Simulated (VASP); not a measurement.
Set up this calculation in VASP 6.6.1, as the native input.

```yaml
Task: single point
Functional: BLYP
Dispersion: D3(BJ)
Potentials_or_basis: VASP PAW PBE potentials, release 64 (I)
Cutoff: 520 eV
k_mesh: 9 × 9 × 9
Occupations: fermi-dirac, width 0.05 eV
Spin: no spin polarisation
Dipole_correction: no
Further_INCAR_settings: ALGO = Normal; EDIFF = 1e-06; NBANDS = 10
```

The structure of I lies in POSCAR:

```
I
1.0
    0.0000000000      2.2952434298      3.5765287061
    2.2854468468      0.0000000000      3.5765287061
    2.2854468468      2.2952434298      0.0000000000
I
1
Direct
    0.0000000000      0.0000000000      0.0000000000
```

One way to write it, as run:

INCAR

```
SYSTEM = I
  AGGAC = 1.0
  AGGAX = 1.0
  ALDAC = 0.0
  ALDAX = 1.0
  ALGO = Normal
  EDIFF = 1E-6
  ENCUT = 520
  GGA = B5
  ISIF = 2
  ISMEAR = -1
  IVDW = 12
  LASPH = .True.
  LCHARG = .True.
  LELF = .True.
  LREAL = .False.
  LVHAR = .True.
  LWAVE = .False.
  NBANDS = 10
  NELM = 100
  PREC = Accurate
  SIGMA = 0.05
  VDW_A1 = 0.4298
  VDW_A2 = 4.2359
  VDW_S6 = 1.0
  VDW_S8 = 2.6996
```

KPOINTS

```
k-points
0
Gamma
  9 9 9
  0 0 0
```

Potentials or basis: VASP PAW PBE potentials, release 64 (I).

Command:

```console
$ cat potpaw_PBE.64/I/POTCAR > POTCAR
$ mpirun -np 1 vasp_std > vasp.out
```

It gave:

```
Pressure                   : 0.1 GPa
Band gap on the k mesh     : zero (an odd number of electrons rules out a gap without spin polarisation)
Dispersion energy per atom : -0.806 eV
```

Caveat: the PAW data sets were made with another functional, which shifts forces and pressure a little; spin-orbit coupling is left out, which moves the levels of the heavy elements; an odd number of electrons without spin polarisation forces a metal; a magnetic or distorted state may lie lower.

Wall time 42 s on 1 thread of Intel Xeon 8259CL, on a shared host, peak memory 0.2 GiB.
